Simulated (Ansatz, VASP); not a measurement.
## NbAs: VASP beside Ansatz

The input INCAR:

```
SYSTEM = NbAs
  ALGO = Normal
  EDIFF = 1E-6
  ENCUT = 520
  GGA = CA
  ISIF = 2
  ISMEAR = -1
  LASPH = .True.
  LCHARG = .False.
  LREAL = .False.
  LWAVE = .False.
  NBANDS = 26
  NELM = 60
  PREC = Accurate
  SIGMA = 0.08
```

Contents of KPOINTS:

```
k-points
0
Gamma
  15 15 15
  0 0 0
```

Contents of POSCAR:

```
NbAs
1.0
   -1.7315837630      1.7315837630      5.8594021359
    1.7315837630     -1.7315837630      5.8594021359
    1.7315837630      1.7315837630     -5.8594021359
Nb As
2 2
Direct
    0.7500000000      0.7500000000      0.0000000000
    0.5000000000      0.0000000000      0.5000000000
    0.1660000000      0.1660000000      0.0000000000
    0.9160000000      0.4160000000      0.5000000000
```

Input for Ansatz:

```yaml
crystal:
  lattice:
    - [-1.731583763, 1.731583763, 5.8594021359]
    - [1.731583763, -1.731583763, 5.8594021359]
    - [1.731583763, 1.731583763, -5.8594021359]
  atoms:
    - { symbol: Nb, position: [0.75, 0.75, 0.0] }
    - { symbol: Nb, position: [0.5, 0.0, 0.5] }
    - { symbol: As, position: [0.166, 0.166, 0.0] }
    - { symbol: As, position: [0.916, 0.416, 0.5] }
kpoints:
  mp_grid: { grid: [15, 15, 15] }
  band_path:
    path:
      - [0.0, 0.0, 0.0]
      - [0.0, 0.0, 0.5]
      - [0.25, 0.25, 0.25]
      - [0.0, 0.5, 0.0]
      - [0.0, 0.0, 0.0]
      - [0.5, 0.5, -0.5]
      - [0.2718333516, 0.7281666484, -0.2718333516]
      - [-0.2718333516, 0.2718333516, 0.2718333516]
      - [0.0, 0.0, 0.0]
    npoints: 5
scf:
  occupations: { method: fermi_dirac, width: 0.08 }
hamiltonian:
  xc: lda
  pseudopotentials: { kind: all_electron, lapw: { basis_error: 0.0005 } }
output:
  forces: true
  stress: true
  eigenvalues: true
```

Change from the starting cell: volume scaled by 1.01.

Alike in both runs: task single point; functional LDA; k mesh 15 × 15 × 15; occupations fermi-dirac, width 0.08 eV; no spin polarisation.

```csv
,VASP,Ansatz
version,VASP 6.6.1,Ansatz 0.2.0
potentials or method,"VASP PAW LDA potentials, release 64 (Nb_sv, As), cutoff 520 eV","all-electron LAPW, scalar-relativistic"
```

```csv
,VASP,Ansatz,Ansatz less VASP
pressure (GPa),-6.8,-7.1,-0.30
"traceless stress, the component that is largest in VASP (GPa)",1.07,1.13,+0.059
rms of the force components (eV/Å),0.152,0.150,-0.0021
```

LDA's correlation is that of Perdew and Zunger in VASP and of Perdew and Wang (1992) in Ansatz. Atom by atom the forces differ by 0.002 eV/Å (rms over components). Ansatz ran all-electron here, and VASP with PAW potentials.
